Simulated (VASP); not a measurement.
# PbS (Fm-3m) in VASP: notebook

Runs on PbS. Level: PBE. Tasks: single point.

All numbers are computed with VASP 6.6.1; they aren't measurements. Logs are shortened: lines on timing, memory, paths and dates and some standing lists are left out, and cuts for length are marked.

## Step 1: The cell of the first run

It takes space group Fm-3m (No. 225, cubic). Conventional cell: a = 5.424 Å, b = 5.424 Å, c = 5.424 Å, α = 90.00°, β = 90.00°, γ = 90.00°. Pb (site symmetry m-3m) has 6 S at 2.71 Å within 3.6 Å. Within 3.6 Å of S (site symmetry m-3m) lie 6 Pb at 2.71 Å.

## Step 2: Single point, PBE

INCAR

```
SYSTEM = PbS
PREC = Accurate ; ENCUT = 500
EDIFF = 1E-6 ; ISMEAR = -1
SIGMA = 0.1 ; LREAL = .False.
LASPH = .True. ; NELM = 120
ALGO = Normal ; ISIF = 2
LWAVE = .False. ; LCHARG = .True.
GGA = PE ; LELF = .True.
LVHAR = .True. ; NBANDS = 17
GGA_COMPAT = .False.
```

KPOINTS

```
regular mesh
0
Gamma
  6 6 6
  0 0 0
```

POSCAR

```
PbS
1.0
    0.0000000000      2.7121090831      2.7121090831
    2.7121090831      0.0000000000      2.7121090831
    2.7121090831      2.7121090831      0.0000000000
Pb S
1 1
Direct
    0.0000000000      0.0000000000      0.0000000000
    0.5000000000      0.5000000000      0.5000000000
```

Potentials or basis: VASP PAW PBE potentials, release 64 (Pb_d, S).

Started as:

```sh
$ cat potpaw_PBE.64/Pb_d/POTCAR potpaw_PBE.64/S/POTCAR > POTCAR
$ mpirun -np 1 vasp_std > vasp.out
```

OUTCAR:

```text
SYSTEM = PbS
   PREC = Accurate
   ENCUT = 500
   EDIFF = 1E-6
   ISMEAR = -1
   LREAL = .False.
   LASPH = .True.
   NELM = 120
   ISIF = 2
   GGA = PE

 ion  position               nearest neighbor table
   1  0.000  0.000  0.000-   2 2.71   2 2.71   2 2.71   2 2.71   2 2.71   2 2.71
   2  0.500  0.500  0.500-   1 2.71   1 2.71   1 2.71   1 2.71   1 2.71   1 2.71

  LATTYP: Found a face centered cubic cell.
 ALAT       =     5.4242181662

  Lattice vectors:

 A1 = (   0.0000000000,   2.7121090831,   2.7121090831)
 A2 = (   2.7121090831,   0.0000000000,   2.7121090831)
 A3 = (   2.7121090831,   2.7121090831,   0.0000000000)

Analysis of symmetry for initial positions (statically):
=====================================================================
 Subroutine PRICEL returns:
 Original cell was already a primitive cell.

 Routine SETGRP: Setting up the symmetry group for a
 face centered cubic supercell.

 Subroutine GETGRP returns: Found 48 space group operations
 (whereof 48 operations were pure point group operations)
 out of a pool of 48 trial point group operations.

The static configuration has the point symmetry O_h .

Analysis of symmetry for dynamics (positions and initial velocities):
=====================================================================
 Subroutine PRICEL returns:
 Original cell was already a primitive cell.

 Routine SETGRP: Setting up the symmetry group for a
 face centered cubic supercell.

 Subroutine GETGRP returns: Found 48 space group operations
 (whereof 48 operations were pure point group operations)
 out of a pool of 48 trial point group operations.

The dynamic configuration has the point symmetry O_h .

 Subroutine INISYM returns: Found 48 space group operations
 (whereof 48 operations are pure point group operations),
 and found     1 'primitive' translations

----------------------------------------------------------------------------------------

                                     Primitive cell

  volume of cell :      39.8980

  direct lattice vectors                    reciprocal lattice vectors
     0.000000000  2.712109083  2.712109083    -0.184358366  0.184358366  0.184358366
     2.712109083  0.000000000  2.712109083     0.184358366 -0.184358366  0.184358366
     2.712109083  2.712109083  0.000000000     0.184358366  0.184358366 -0.184358366

  length of vectors
     3.835501448  3.835501448  3.835501448     0.319318057  0.319318057  0.319318057

  position of ions in fractional coordinates (direct lattice)
     0.000000000  0.000000000  0.000000000
     0.500000000  0.500000000  0.500000000

  ion indices of the primitive-cell ions
   primitive index   ion index
                 1           1
                 2           2

----------------------------------------------------------------------------------------

 KPOINTS: regular mesh

Automatic generation of k-mesh.
 Grid dimensions read from file:
 generate k-points for:    6    6    6

 Generating k-lattice:

  Cartesian coordinates                     Fractional coordinates (reciprocal lattice)
    -0.030726394  0.030726394  0.030726394     0.166666667  0.000000000  0.000000000
     0.030726394 -0.030726394  0.030726394     0.000000000  0.166666667  0.000000000
     0.030726394  0.030726394 -0.030726394     0.000000000  0.000000000  0.166666667

  Length of vectors
     0.053219676  0.053219676  0.053219676

  Shift w.r.t. Gamma in fractional coordinates (k-lattice)
     0.000000000  0.000000000  0.000000000

 Subroutine IBZKPT returns following result:
 ===========================================

 Found     16 irreducible k-points:

 Following reciprocal coordinates:
            Coordinates               Weight
  0.000000  0.000000  0.000000      1.000000
  0.166667  0.000000  0.000000      8.000000
  0.333333  0.000000  0.000000      8.000000
  0.500000  0.000000  0.000000      4.000000
  0.166667  0.166667  0.000000      6.000000
  0.333333  0.166667  0.000000     24.000000
[... 8 lines left out ...]
 -0.333333  0.333333  0.166667     24.000000
 -0.333333  0.500000  0.166667     12.000000
   k-points           NKPTS =     16   k-points in BZ     NKDIM =     16   number of bands    NBANDS=     17
   number of dos      NEDOS =    301   number of ions     NIONS =      2
   total plane-waves  NPLWV =  21952
   dimension x,y,z NGX =    28 NGY =   28 NGZ =   28
   dimension x,y,z NGXF=    56 NGYF=   56 NGZF=   56
   ions per type =               1   1
   NGX,Y,Z   is equivalent  to a cutoff of  12.14, 12.14, 12.14 a.u.
   NGXF,Y,Z  is equivalent  to a cutoff of  24.27, 24.27, 24.27 a.u.
 SYSTEM =  PbS
   PREC   = accura    normal or accurate (medium, high low for compatibility)
   ISTART =      0    job   : 0-new  1-cont  2-samecut
   ICHARG =      2    charge: 1-file 2-atom 10-const
   ISPIN  =      1    spin polarized calculation?
   LNONCOLLINEAR =      F non collinear calculations
   LSORBIT =      F    spin-orbit coupling
   LASPH  =      T    aspherical Exc in radial PAW
   ENCUT  =  500.0 eV  36.75 Ry    6.06 a.u.   6.99  6.99  6.99*2*pi/ulx,y,z
   NELM   =    120;   NELMIN=  2; NELMDL= -5     # of ELM steps
   EDIFF  = 0.1E-05   stopping-criterion for ELM
   LREAL  =      F    real-space projection
   EDIFFG = 0.1E-04   stopping-criterion for IOM
   NSW    =      0    number of steps for IOM
   IBRION =     -1    ionic relax: 0-MD 1-quasi-New 2-CG
   NFREE  =      0    steps in history (QN), initial steepest desc. (CG)
   ISIF   =      2    stress and relaxation
   ISYM   =      2    0-nonsym 1-usesym 2-fastsym
   POTIM  = 0.5000    time-step for ionic-motion
   TEBEG  =    0.0;   TEEND  =   0.0 temperature during run
   PSTRESS=    0.0 pullay stress
   NELECT =      20.0000    total number of electrons
   NUPDOWN=      -1.0000    fix difference up-down
   EMIN   =  10.00;   EMAX   =-10.00  energy-range for DOS
   EFERMI =   0.00;   METHOD = LEGACY
   ISMEAR =    -1;   SIGMA  =   0.10  broadening in eV -4-tet -1-fermi 0-gaus
   EFERMI_NEDOS =   21; number of points for ismear=-14 and -15
   IALGO  =     38    algorithm
   IMIX   =      4    mixing-type and parameters
     AMIX     =   0.40;   BMIX     =  1.00
     AMIX_MAG =   1.60;   BMIX_MAG =  1.00
  volume/ion in A,a.u.               =      19.95       134.62
[... 47 lines left out ...]
      2      -7.7200      2.00000
      3      -7.6997      2.00000
      4      -7.6666      2.00000
      5      -7.6666      2.00000
      6      -6.2683      2.00000
[... 9 lines left out ...]
     16      16.5768      0.00000
     17      20.0388      0.00000

 k-point     3 :       0.3333    0.0000    0.0000
  band No.  band energies     occupation
      1      -7.7693      2.00000
      2      -7.7693      2.00000
      3      -7.7095      2.00000
      4      -7.6048      2.00000
      5      -7.6048      2.00000
      6      -5.3381      2.00000
[... 9 lines left out ...]
     16      18.0471      0.00000
     17      23.6330      0.00000

 k-point     4 :       0.5000    0.0000    0.0000
  band No.  band energies     occupation
      1      -7.7936      2.00000
      2      -7.7936      2.00000
      3      -7.7156      2.00000
      4      -7.5735      2.00000
      5      -7.5735      2.00000
      6      -4.5930      2.00000
[... 9 lines left out ...]
     16      19.3426      0.00000
     17      21.0889      0.00000

 k-point     5 :       0.1667    0.1667    0.0000
  band No.  band energies     occupation
      1      -7.7956      2.00000
      2      -7.7170      2.00000
      3      -7.6775      2.00000
      4      -7.6595      2.00000
      5      -7.6595      2.00000
      6      -6.1053      2.00000
[... 9 lines left out ...]
     16      18.6057      0.00000
     17      19.1813      0.00000

 k-point     6 :       0.3333    0.1667    0.0000
  band No.  band energies     occupation
      1      -7.8944      2.00000
      2      -7.7182      2.00000
      3      -7.7052      2.00000
      4      -7.6293      2.00000
      5      -7.5969      2.00000
      6      -5.2909      2.00000
[... 9 lines left out ...]
     16      19.1985      0.00000
     17      22.1075      0.00000

 k-point     7 :       0.5000    0.1667    0.0000
  band No.  band energies     occupation
      1      -7.9175      2.00000
      2      -7.7495      2.00000
      3      -7.6982      2.00000
      4      -7.6139      2.00000
      5      -7.5671      2.00000
      6      -4.3225      2.00000
[... 9 lines left out ...]
     16      20.4839      0.00000
     17      20.8705      0.00000

 k-point     8 :      -0.3333    0.1667    0.0000
  band No.  band energies     occupation
      1      -7.8602      2.00000
      2      -7.7672      2.00000
      3      -7.6877      2.00000
      4      -7.6155      2.00000
      5      -7.5996      2.00000
      6      -4.6290      2.00000
[... 9 lines left out ...]
     16      19.9823      0.00000
     17      21.7229      0.00000

 k-point     9 :      -0.1667    0.1667    0.0000
  band No.  band energies     occupation
      1      -7.7658      2.00000
      2      -7.7489      2.00000
      3      -7.6962      2.00000
      4      -7.6528      2.00000
      5      -7.6340      2.00000
      6      -5.6759      2.00000
[... 9 lines left out ...]
     16      18.8393      0.00000
     17      20.0959      0.00000

 k-point    10 :       0.3333    0.3333    0.0000
  band No.  band energies     occupation
      1      -8.1021      2.00000
      2      -7.7558      2.00000
      3      -7.6433      2.00000
      4      -7.5774      2.00000
      5      -7.5774      2.00000
      6      -4.5993      2.00000
[... 9 lines left out ...]
     16      21.5506      0.00000
     17      21.5673      0.00000

 k-point    11 :       0.5000    0.3333    0.0000
  band No.  band energies     occupation
      1      -8.1612      2.00000
      2      -7.7437      2.00000
      3      -7.6637      2.00000
      4      -7.5691      2.00000
      5      -7.5490      2.00000
      6      -3.7369      2.00000
[... 9 lines left out ...]
     16      21.6844      0.00000
     17      22.0757      0.00000

 k-point    12 :      -0.3333    0.3333    0.0000
  band No.  band energies     occupation
      1      -8.0489      2.00000
      2      -7.7165      2.00000
      3      -7.6855      2.00000
      4      -7.6169      2.00000
      5      -7.5705      2.00000
      6      -3.7159      2.00000
[... 9 lines left out ...]
     16      21.2066      0.00000
     17      22.4417      0.00000

 k-point    13 :       0.5000    0.5000    0.0000
  band No.  band energies     occupation
      1      -8.2712      2.00000
      2      -7.7751      2.00000
      3      -7.6261      2.00000
      4      -7.5330      2.00000
      5      -7.5330      2.00000
      6      -3.3841      2.00000
[... 9 lines left out ...]
     16      21.7881      0.00000
     17      21.7881      0.00000

 k-point    14 :       0.5000    0.3333    0.1667
  band No.  band energies     occupation
      1      -8.0085      2.00000
      2      -7.7127      2.00000
      3      -7.7088      2.00000
      4      -7.6037      2.00000
      5      -7.5787      2.00000
      6      -4.3599      2.00000
[... 9 lines left out ...]
     16      20.7822      0.00000
     17      21.3630      0.00000

 k-point    15 :      -0.3333    0.3333    0.1667
  band No.  band energies     occupation
      1      -8.0463      2.00000
      2      -7.7282      2.00000
      3      -7.6632      2.00000
      4      -7.6469      2.00000
      5      -7.5538      2.00000
      6      -3.7120      2.00000
[... 9 lines left out ...]
     16      21.1953      0.00000
     17      22.0587      0.00000

 k-point    16 :      -0.3333    0.5000    0.1667
  band No.  band energies     occupation
      1      -8.1656      2.00000
      2      -7.7201      2.00000
      3      -7.6801      2.00000
      4      -7.5994      2.00000
      5      -7.5330      2.00000
      6      -3.3827      2.00000
[... 9 lines left out ...]
     16      21.7471      0.00000
     17      22.3894      0.00000

------------------------ aborting loop because EDIFF is reached ----------------------------------------

  FORCE on cell =-STRESS in cart. coord.  units (eV):
  Direction    XX          YY          ZZ          XY          YZ          ZX
  --------------------------------------------------------------------------------------
  -------------------------------------------------------------------------------------
  Total        7.4453278      7.4453278      7.4453278      0.0000000      0.0000000     -0.0000000
  in kB      298.9805579    298.9805579    298.9805579      0.0000000      0.0000000     -0.0000000
  external PRESSURE =     298.9805579 kB  Pullay stress =       0.0000000 kB

 VOLUME and BASIS-vectors are now :
 -----------------------------------------------------------------------------
  energy-cutoff  :      500.00
  volume of cell :       39.90
      direct lattice vectors                 reciprocal lattice vectors
     0.000000000  2.712109083  2.712109083    -0.184358366  0.184358366  0.184358366
     2.712109083  0.000000000  2.712109083     0.184358366 -0.184358366  0.184358366
     2.712109083  2.712109083  0.000000000     0.184358366  0.184358366 -0.184358366

 POSITION                                       TOTAL-FORCE (eV/Angst)
 -----------------------------------------------------------------------------------
      0.00000      0.00000      0.00000         0.000000     -0.000000      0.000000
      2.71211      2.71211      2.71211        -0.000000      0.000000     -0.000000
 -----------------------------------------------------------------------------------
    total drift:                                0.000000      0.000000      0.000000

  FREE ENERGIE OF THE ION-ELECTRON SYSTEM (eV)
  ---------------------------------------------------
  free  energy   TOTEN  =        -7.7474846487 eV

  energy  without entropy=       -7.7471107129  energy(sigma->0) =       -7.74729768
```

Run time: 6.1 s. Hardware: 1 thread of Intel Xeon 6975P-C (Granite Rapids), shared host; peak memory 0.16 GiB.

Results:

```
Free energy            : -7.7475 eV
Pressure               : 29.9 GPa
Band gap on the k mesh : 1.06 eV
```

Levels at points of the mesh, in eV from the valence-band top:
| k point | band 6 | band 7 | band 8 | band 9 | band 10 | band 11 | band 12 | band 13 | band 14 | band 15 |
| --- | --- | --- | --- | --- | --- | --- | --- | --- | --- | --- |
| (0.00, 0.00, 0.00) | -15.98 | -4.92 | -3.21 | -3.21 | -3.21 | 6.41 | 6.41 | 6.41 | 6.54 | 6.54 |
| (0.50, 0.00, 0.00) | -13.95 | -10.36 | -2.49 | -2.49 | 0.00 | 1.06 | 1.65 | 1.65 | 9.44 | 9.98 |
| (0.50, 0.50, 0.00) | -12.75 | -7.35 | -7.25 | -4.96 | -4.96 | 3.02 | 6.99 | 7.28 | 7.28 | 11.88 |

Caveat: the cell stands under pressure; spin-orbit coupling is left out, which moves the levels of the heavy elements. A k mesh can miss the band edges.

## Step 3: Single point, PBE

This run uses another cell than the first one, of 18.87 Å³/atom.

INCAR

```
SYSTEM = PbS
PREC = Accurate ; ENCUT = 500
EDIFF = 1E-6 ; ISMEAR = -1
SIGMA = 0.1 ; LREAL = .False.
LASPH = .True. ; NELM = 120
ALGO = Normal ; ISIF = 2
LWAVE = .False. ; LCHARG = .False.
GGA = PE ; NBANDS = 17
GGA_COMPAT = .False.
```

KPOINTS

```
Automatic mesh
0
Gamma
  6 6 6
  0 0 0
```

POSCAR

```
PbS
1.0
    0.0000000000      2.6620681818      2.6620681818
    2.6620681818      0.0000000000      2.6620681818
    2.6620681818      2.6620681818      0.0000000000
Pb S
1 1
Direct
    0.0000000000      0.0000000000      0.0000000000
    0.5000000000      0.5000000000      0.5000000000
```

Potentials or basis: VASP PAW PBE potentials, release 64 (Pb_d, S).

Started as:

```sh
$ cat potpaw_PBE.64/Pb_d/POTCAR potpaw_PBE.64/S/POTCAR > POTCAR
$ mpirun -np 1 vasp_std > vasp.out
```

It took 6 s on 1 thread of Intel Xeon 6975P-C (Granite Rapids), shared host; peak memory 0.15 GiB.

It converged, with:

| Quantity | Value |
| --- | --- |
| Free energy | -7.2770 eV |
| Pressure | 39.9 GPa |
| Band gap on the k mesh | 1.44 eV (least direct gap 1.48 eV) |

Levels at points of the mesh, in eV from the valence-band top:
```csv
k point,band 7,band 8,band 9,band 10,band 11,band 12,band 13,band 14
"(0.00, 0.00, 0.00)",-4.53,-3.35,-3.35,-3.35,6.43,6.43,6.43,6.93
"(0.50, 0.00, 0.00)",-10.66,-2.52,-2.52,-0.02,1.46,1.64,1.64,9.71
"(0.50, 0.50, 0.00)",-7.76,-7.18,-5.22,-5.22,2.92,7.40,7.75,7.75
```

Caveat: the cell stands under pressure; spin-orbit coupling is left out, which moves the levels of the heavy elements.

## Step 4: Single point, PBE

This run uses another cell than the first one, of 21.38 Å³/atom.

INCAR

```
SYSTEM = PbS
PREC     = Accurate       ! precision mode
ENCUT    = 500            ! plane-wave cutoff, eV
EDIFF    = 1E-6           ! SCF threshold, eV
ISMEAR   = -1             ! smearing method
SIGMA    = 0.1            ! smearing width, eV
LREAL    = .FALSE.        ! projectors in reciprocal space
LASPH    = .TRUE.         ! aspherical terms in the spheres
NELM     = 120            ! most SCF steps
ALGO     = Normal         ! electronic algorithm
ISIF     = 2              ! what is computed and relaxed
LWAVE    = .FALSE.        ! write WAVECAR
LCHARG   = .FALSE.        ! write CHGCAR
GGA      = PE             ! functional
NBANDS   = 17             ! bands
GGA_COMPAT= .FALSE.
```

KPOINTS

```
Automatic mesh
0
G
  6 6 6
  0 0 0
```

POSCAR

```
PbS
1.0
    0.0000000000      2.7755028500      2.7755028500
    2.7755028500      0.0000000000      2.7755028500
    2.7755028500      2.7755028500      0.0000000000
Pb S
1 1
Direct
    0.0000000000      0.0000000000      0.0000000000
    0.5000000000      0.5000000000      0.5000000000
```

Started as:

```sh
$ cat potpaw_PBE.64/Pb_d/POTCAR potpaw_PBE.64/S/POTCAR > POTCAR
$ mpirun -np 1 vasp_std > vasp.out
```

Wall time 8 s (1 thread of Intel Xeon 6975P-C (Granite Rapids), shared host); peak memory 0.16 GiB.

It converged, with:

| Quantity | Value |
| --- | --- |
| Free energy | -8.1895 eV |
| Pressure | 19.9 GPa |
| Band gap on the k mesh | 0.60 eV |

Levels at points of the mesh, in eV from the valence-band top:
| k point | band 8 | band 9 | band 10 | band 11 | band 12 | band 13 |
| --- | --- | --- | --- | --- | --- | --- |
| (0.00, 0.00, 0.00) | -3.04 | -3.04 | -3.04 | 6.06 | 6.06 | 6.06 |
| (0.50, 0.00, 0.00) | -2.43 | -2.43 | 0.00 | 0.60 | 1.65 | 1.65 |
| (0.50, 0.50, 0.00) | -6.86 | -4.65 | -4.65 | 3.13 | 6.49 | 6.72 |

Caveat: the cell stands under pressure; spin-orbit coupling is left out, which moves the levels of the heavy elements. A k mesh can miss the band edges.

## Step 5: Summary

| cell | gap on the mesh (eV) | pressure (GPa) |
| --- | --- | --- |
| a = 3.836 Å, angles 60.0°, 2 atoms | 1.06 | 29.9 |
| a = 3.765 Å, angles 60.0°, 2 atoms | 1.44 | 39.9 |
| a = 3.925 Å, angles 60.0°, 2 atoms | 0.60 | 19.9 |

Alike in all rows: task single point; level PBE; potentials or basis VASP PAW PBE potentials, release 64 (Pb_d, S); no spin polarisation; k mesh 6 × 6 × 6; cutoff (eV) 500; smearing fermi-dirac 0.1 eV.

Caveats: the cell stands under pressure; spin-orbit coupling is left out, which moves the levels of the heavy elements.

Absolute energies hang on the potentials; compare differences alone.
